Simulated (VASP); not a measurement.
InP, 2 atoms in the cell. It takes space group F-43m (No. 216, cubic). The conventional cell has a = 5.900 Å, b = 5.900 Å, c = 5.900 Å, α = 90.00°, β = 90.00°, γ = 90.00°. In (site symmetry -43m) has 4 P at 2.55 Å within 3.4 Å. Within 3.4 Å of P (site symmetry -43m) lie 4 In at 2.55 Å. 

* Program: VASP 6.6.1
* Task: single point
* Functional: b88 exchange, pbe correlation
* Potentials or basis: VASP PAW PBE potentials, release 64 (In_d, P)
* Cutoff: 500 eV
* k mesh: 8 × 8 × 8
* Occupations: fermi-dirac, width 0.05 eV
* Spin: no spin polarisation
* Dipole correction: no
* Further INCAR settings: ALGO = Normal; EDIFF = 1e-06; NBANDS = 16

Potentials or basis: VASP PAW PBE potentials, release 64 (In_d, P).

Command:

```bash
$ cat potpaw_PBE.64/In_d/POTCAR potpaw_PBE.64/P/POTCAR > POTCAR
$ mpirun -np 1 vasp_std > vasp.out
```

Hardware: 1 thread of AMD EPYC 7R43 64-Core Processor (Zen 3), on a shared host.

Q: Estimate the wall time of this run.

A: Wall time 38 s on 1 thread of AMD EPYC 7R43 64-Core Processor (Zen 3), on a shared host, peak memory 0.14 GiB. Counts: scf iterations 12, k points 29.
